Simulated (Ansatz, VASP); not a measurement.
One calculation of Ta, two programs

```
CELL_PARAMETERS angstrom
2.85952 0.00000 0.00000
-1.42976 2.47641 0.00000
0.00000 0.00000 5.08126
ATOMIC_POSITIONS crystal
Ta 0.33333 0.66667 0.25000
Ta 0.66667 0.33333 0.75000
```

Alike in both runs: task single point; functional PBE; k mesh 20 × 20 × 10; occupations fermi-dirac, width 0.1 eV; no spin polarisation.

```csv
,VASP,Ansatz
version,VASP 6.6.1,Ansatz 0.2.0
potentials or method,"VASP PAW PBE potentials, release 64 (Ta_pv), cutoff 520 eV","plane waves (420 eV) with PAW, scalar-relativistic"
valence electrons in the cell,22,26
```

|  | VASP | Ansatz | Ansatz less VASP |
| --- | --- | --- | --- |
| pressure (GPa) | 8.6 | 8.5 | -0.12 |
| traceless stress, the component that is largest in VASP (GPa) | -0.84 | -0.83 | +0.007 |

VASP's potentials hold 22 valence electrons a cell and Ansatz's 26, so a difference there can come from the potentials and not from the codes.

Neither program's run includes spin-orbit coupling.
